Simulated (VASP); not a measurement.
# B (R32) in VASP: a series of runs

The runs below take B through single point, with PBE.

Everything below comes from runs of VASP 6.6.1. Logs are shortened: lines on timing, memory, paths and dates and some standing lists are left out, and cuts for length are marked.

## (1) The cell of the first run

Symmetry: R32, No. 155, trigonal system. The conventional cell has a = 4.911 Å, b = 4.911 Å, c = 4.986 Å, α = 90.00°, β = 90.00°, γ = 120.00°. Within 2.4 Å of B (site symmetry 3) lie 7 B at 1.80 to 1.88 Å. B (site symmetry 2) has 6 B at 1.66 to 1.88 Å within 2.2 Å.

## (2) Single point, PBE

File INCAR:

```
SYSTEM = B
ALGO     = Normal         ! electronic algorithm
EDIFF    = 1E-6           ! SCF threshold, eV
ENCUT    = 520            ! plane-wave cutoff, eV
GGA      = PE             ! functional
ISIF     = 2              ! what is computed and relaxed
ISMEAR   = 0              ! smearing method
LASPH    = .TRUE.         ! aspherical terms in the spheres
LCHARG   = .FALSE.        ! write CHGCAR
LREAL    = .FALSE.        ! projectors in reciprocal space
LWAVE    = .FALSE.        ! write WAVECAR
NBANDS   = 16             ! bands
NELM     = 80             ! most SCF steps
PREC     = Accurate       ! precision mode
SIGMA    = 0.1            ! smearing width, eV
```

File KPOINTS:

```
k-points
0
G
  6 6 6
  0 0 0
```

File POSCAR:

```
B
1.0
    2.4555905373      1.4177358577      1.6618384822
   -2.4555905373      1.4177358577      1.6618384822
    0.0000000000     -2.8354717155      1.6618384822
B
5
Direct
    0.1804658072      0.1804658072      0.1804658072
    0.8195341928      0.8195341928      0.8195341928
    0.6638372524      0.3361627476      0.0000000000
    0.0000000000      0.6638372524      0.3361627476
    0.3361627476      0.0000000000      0.6638372524
```

Potentials or basis: VASP PAW PBE potentials, release 64 (B).

Command:

```console
> cat potpaw_PBE.64/B/POTCAR > POTCAR
> mpirun -np 1 vasp_std > vasp.out
```

OUTCAR:

```text
SYSTEM = B
   EDIFF = 1E-6
   ENCUT = 520
   GGA = PE
   ISIF = 2
   ISMEAR = 0
   LASPH = .TRUE.
   LREAL = .FALSE.
   NELM = 80
   PREC = Accurate

 ion  position               nearest neighbor table
   1  0.180  0.180  0.180-   2 1.80   3 1.80   4 1.80   5 1.80   4 1.88   3 1.88   5 1.88
   2  0.820  0.820  0.820-   1 1.80   3 1.80   5 1.80   4 1.80   5 1.88   3 1.88   4 1.88
   3  0.664  0.336  0.000-   4 1.66   5 1.66   1 1.80   2 1.80   1 1.88   2 1.88
   4  0.000  0.664  0.336-   5 1.66   3 1.66   1 1.80   2 1.80   1 1.88   2 1.88
   5  0.336  0.000  0.664-   4 1.66   3 1.66   2 1.80   1 1.80   2 1.88   1 1.88

  LATTYP: Found a trigonal (rhomboedric) cell.
 ALAT       =     3.2865798317
 COS(alpha) =    -0.1164866288

  Lattice vectors:

 A1 = (   2.4555905373,   1.4177358577,   1.6618384822)
 A2 = (  -2.4555905373,   1.4177358577,   1.6618384822)
 A3 = (   0.0000000000,  -2.8354717155,   1.6618384822)

Analysis of symmetry for initial positions (statically):
=====================================================================
 Subroutine PRICEL returns:
 Original cell was already a primitive cell.

 Routine SETGRP: Setting up the symmetry group for a
 trigonal (rhombohedral) supercell.

 Subroutine GETGRP returns: Found  6 space group operations
 (whereof  6 operations were pure point group operations)
 out of a pool of 12 trial point group operations.

The static configuration has the point symmetry D_3 .

Analysis of symmetry for dynamics (positions and initial velocities):
=====================================================================
 Subroutine PRICEL returns:
 Original cell was already a primitive cell.

 Routine SETGRP: Setting up the symmetry group for a
 trigonal (rhombohedral) supercell.

 Subroutine GETGRP returns: Found  6 space group operations
 (whereof  6 operations were pure point group operations)
 out of a pool of 12 trial point group operations.

The dynamic configuration has the point symmetry D_3 .

 Subroutine INISYM returns: Found  6 space group operations
 (whereof  6 operations are pure point group operations),
 and found     1 'primitive' translations

----------------------------------------------------------------------------------------

                                     Primitive cell

  volume of cell :      34.7129

[... 81 lines left out ...]
   ions per type =               5
   NGX,Y,Z   is equivalent  to a cutoff of  12.14, 12.14, 12.14 a.u.
   NGXF,Y,Z  is equivalent  to a cutoff of  24.28, 24.28, 24.28 a.u.
 SYSTEM =  B
   PREC   = accura    normal or accurate (medium, high low for compatibility)
   ISTART =      0    job   : 0-new  1-cont  2-samecut
   ICHARG =      2    charge: 1-file 2-atom 10-const
   ISPIN  =      1    spin polarized calculation?
   LNONCOLLINEAR =      F non collinear calculations
   LSORBIT =      F    spin-orbit coupling
   LASPH  =      T    aspherical Exc in radial PAW
   ENCUT  =  520.0 eV  38.22 Ry    6.18 a.u.   6.11  6.11  6.11*2*pi/ulx,y,z
   NELM   =     80;   NELMIN=  2; NELMDL= -5     # of ELM steps
   EDIFF  = 0.1E-05   stopping-criterion for ELM
   LREAL  =      F    real-space projection
   EDIFFG = 0.1E-04   stopping-criterion for IOM
   NSW    =      0    number of steps for IOM
   IBRION =     -1    ionic relax: 0-MD 1-quasi-New 2-CG
   NFREE  =      0    steps in history (QN), initial steepest desc. (CG)
   ISIF   =      2    stress and relaxation
   ISYM   =      2    0-nonsym 1-usesym 2-fastsym
   POTIM  = 0.5000    time-step for ionic-motion
   TEBEG  =    0.0;   TEEND  =   0.0 temperature during run
   PSTRESS=    0.0 pullay stress
   NELECT =      15.0000    total number of electrons
   NUPDOWN=      -1.0000    fix difference up-down
   EMIN   =  10.00;   EMAX   =-10.00  energy-range for DOS
[... 5 lines left out ...]
     AMIX     =   0.40;   BMIX     =  1.00
     AMIX_MAG =   1.60;   BMIX_MAG =  1.00
  volume/ion in A,a.u.               =       6.94        46.85
  Fermi-wavevector in a.u.,A,eV,Ry     =   1.237679  2.338875 20.842086  1.531850
  Thomas-Fermi vector in A             =   2.372236
   LORBIT       =      0    0 simple, 1 ext, 2 COOP (PROOUT), +10 PAW based schemes
   GGA     = PE    functional components
   LHFCALC =     F    Hartree Fock is set to
[... 5 lines left out ...]
 Gauss-broadening in eV      SIGMA  =   0.10
  energy-cutoff  :      520.00
  volume of cell :       34.71
 maximum number of plane-waves:       948
   NGX = 13   NGY = 13   NGZ = 13

 number of electron      15.0000000 magnetization

 Free energy of the ion-electron system (eV)
  ---------------------------------------------------
  ext. energy  EPLUGINS =         0.00000000
  ---------------------------------------------------
  free energy    TOTEN  =       -32.59384741 eV

  energy without entropy =      -32.58533407  energy(sigma->0) =      -32.58959074

 E-fermi :   6.5339     XC(G=0): -11.9031

 val. band max:        6.4678337564   @ k =   0.3333   0.1667   0.0000
 cond. band min:       6.5443949485   @ k =  -0.3333   0.1667  -0.0000
 fundamental gap:      0.0765611921
 Fermi energy:         6.5339363740

 k-point     1 :       0.0000    0.0000    0.0000
  band No.  band energies     occupation
      1      -9.4259      2.00000
      2      -0.7951      2.00000
      3      -0.7951      2.00000
      4       1.1703      2.00000
      5       2.0337      2.00000
      6       3.7670      2.00000
[... 433 lines left out ...]
      3      -2.3167      2.00000
      4      -0.2529      2.00000
      5       0.8664      2.00000
      6       3.2495      2.00000
[... 8 lines left out ...]
     15      19.3309      0.00000
     16      19.5118      0.00000

 [... further k-points ...]
[... 5 lines left out ...]
  --------------------------------------------------------------------------------------
  -------------------------------------------------------------------------------------
  Total       -0.0833383     -0.0833383      0.0228941      0.0000000     -0.0000000      0.0000000
  in kB       -3.8464831     -3.8464831      1.0566775      0.0000000     -0.0000000      0.0000000
  external PRESSURE =      -2.2120963 kB  Pullay stress =       0.0000000 kB

 VOLUME and BASIS-vectors are now :
 -----------------------------------------------------------------------------
  energy-cutoff  :      520.00
  volume of cell :       34.71
      direct lattice vectors                 reciprocal lattice vectors
     2.455590537  1.417735858  1.661838482     0.203617009  0.117558335  0.200581065
    -2.455590537  1.417735858  1.661838482    -0.203617009  0.117558335  0.200581065
     0.000000000 -2.835471716  1.661838482     0.000000000 -0.235116670  0.200581065

 POSITION                                       TOTAL-FORCE (eV/Angst)
 -----------------------------------------------------------------------------------
      0.00000     -0.00000      0.89972         0.000000     -0.000000      0.002663
      0.00000     -0.00000      4.08580         0.000000      0.000000     -0.002663
      0.80463      1.41774      1.66184        -0.005217     -0.000000     -0.000000
     -1.63011     -0.01203      1.66184         0.002608     -0.004518      0.000000
      0.82548     -1.40570      1.66184         0.002608      0.004518      0.000000
 -----------------------------------------------------------------------------------
    total drift:                                0.000000     -0.000000      0.000000

  FREE ENERGIE OF THE ION-ELECTRON SYSTEM (eV)
  ---------------------------------------------------
  free  energy   TOTEN  =       -32.5938474141 eV

  energy  without entropy=      -32.5853340711  energy(sigma->0) =      -32.58959074
```

OSZICAR:

```text
N       E                     dE             d eps       ncg     rms          rms(c)
DAV:   1     0.141201073735E+02    0.14120E+02   -0.65024E+03  1024   0.819E+02
DAV:   2    -0.323147360897E+02   -0.46435E+02   -0.43125E+02  1344   0.166E+02
DAV:   3    -0.336119715035E+02   -0.12972E+01   -0.12908E+01  1456   0.226E+01
DAV:   4    -0.336158825029E+02   -0.39110E-02   -0.39108E-02  1104   0.136E+00
DAV:   5    -0.336159023394E+02   -0.19837E-04   -0.19837E-04  1472   0.871E-02    0.630E+00
DAV:   6    -0.328722353319E+02    0.74367E+00   -0.36486E-01  1280   0.352E+00    0.370E+00
DAV:   7    -0.325922389992E+02    0.28000E+00   -0.45977E-01  1344   0.399E+00    0.539E-01
DAV:   8    -0.325936980706E+02   -0.14591E-02   -0.15117E-02  1264   0.822E-01    0.106E-01
DAV:   9    -0.325938142859E+02   -0.11622E-03   -0.27659E-04  1304   0.115E-01    0.383E-02
DAV:  10    -0.325938444365E+02   -0.30151E-04   -0.40345E-05  1320   0.468E-02    0.762E-03
DAV:  11    -0.325938466873E+02   -0.22508E-05   -0.29013E-06  1232   0.120E-02    0.433E-03
DAV:  12    -0.325938474141E+02   -0.72687E-06   -0.32503E-07   672   0.422E-03
   1 F= -.32593847E+02 E0= -.32589591E+02  d E =-.851334E-02
```

Wall time 6.5 s (1 thread of AMD EPYC 9R45 (Zen 5), shared host); peak memory 0.1 GiB.

What came out:

- Free energy: -32.5938 eV
- Pressure: -0.2 GPa
- Largest force: 0.005 eV/Å

Forces on the atoms (eV/Å):
```
B    0.000  0.000  0.003
B    0.000  0.000 -0.003
B   -0.005  0.000  0.000
B    0.003 -0.005  0.000
B    0.003  0.005  0.000
```

Stress tensor (GPa, compression positive):
```
-0.38  0.00  0.00
 0.00 -0.38  0.00
 0.00  0.00  0.11
```

Levels at points of the mesh, in eV from the Fermi level:
```csv
k point,band 4,band 5,band 6,band 7,band 8,band 9,band 10,band 11
"(0.00, 0.00, 0.00)",-5.36,-4.50,-2.77,-2.77,0.32,0.32,6.53,6.53
"(0.50, 0.00, 0.00)",-4.83,-4.43,-3.34,-1.85,-1.48,3.98,5.13,7.71
"(0.50, 0.50, 0.00)",-8.47,-4.17,-3.27,-1.08,1.89,2.23,4.42,5.75
"(0.50, 0.50, 0.50)",-8.35,-6.06,-6.06,-5.00,-4.18,9.54,9.54,10.36
```

## (3) Single point, PBE

This run uses another cell than the first one, of 8.21 Å³/atom, 1.183 times its volume.

File INCAR:

```
PREC = Accurate
ENCUT = 520
EDIFF = 1E-6
ISMEAR = 0
SIGMA = 0.1
LREAL = F
LASPH = T
NELM = 60
ALGO = Normal
ISIF = 2
LWAVE = F
LCHARG = F
GGA = PE
NBANDS = 16
```

File KPOINTS:

```
regular mesh
0
Gamma
  6 6 6
```

File POSCAR:

```
B
1.0
    2.7142770200      1.5670885700      1.6091339000
   -2.7142770200      1.5670885700      1.6091339000
    0.0000000000     -3.1341771400      1.6091339000
B
5
Direct
    0.3295443800      0.3295443800      0.3295443800
    0.6704556200      0.6704556200      0.6704556200
    0.6121795600      0.3878204400      0.0000000000
    0.0000000000      0.6121795600      0.3878204400
    0.3878204400      0.0000000000      0.6121795600
```

Potentials or basis: VASP PAW PBE potentials, release 64 (B).

Command:

```console
> cat potpaw_PBE.64/B/POTCAR > POTCAR
> mpirun -np 1 vasp_std > vasp.out
```

Run time: 11 s. Hardware: 1 thread of AMD EPYC 9R45 (Zen 5), shared host; peak memory 0.12 GiB.

The run converged. Its results:

```yaml
Free_energy: -29.2055 eV
Pressure: 14.0 GPa
Largest_force: 4.142 eV/Å
```

Forces in eV/Å, atoms in the order of the input:
```
B    0.000  0.000 -4.142
B    0.000  0.000  4.142
B    1.274  0.000  0.000
B   -0.637  1.103  0.000
B   -0.637 -1.103  0.000
```

Stress tensor (GPa, compression positive):
```
 7.63  0.00  0.00
 0.00  7.63  0.00
 0.00  0.00 26.75
```

Levels at points of the mesh, in eV from the Fermi level:
| k point | band 5 | band 6 | band 7 | band 8 | band 9 | band 10 |
| --- | --- | --- | --- | --- | --- | --- |
| (0.00, 0.00, 0.00) | -4.23 | -3.55 | -3.55 | -0.73 | -0.73 | 3.37 |
| (0.50, 0.00, 0.00) | -3.96 | -3.02 | -2.66 | 0.49 | 1.34 | 2.75 |
| (0.50, 0.50, 0.00) | -5.01 | -2.00 | -1.98 | 0.57 | 0.63 | 2.78 |
| (0.50, 0.50, 0.50) | -5.46 | -5.46 | -4.77 | 2.37 | 4.09 | 4.09 |

Caveat: forces of over 1 eV/Å act on the atoms, so gaps and moduli don't describe the material at rest.
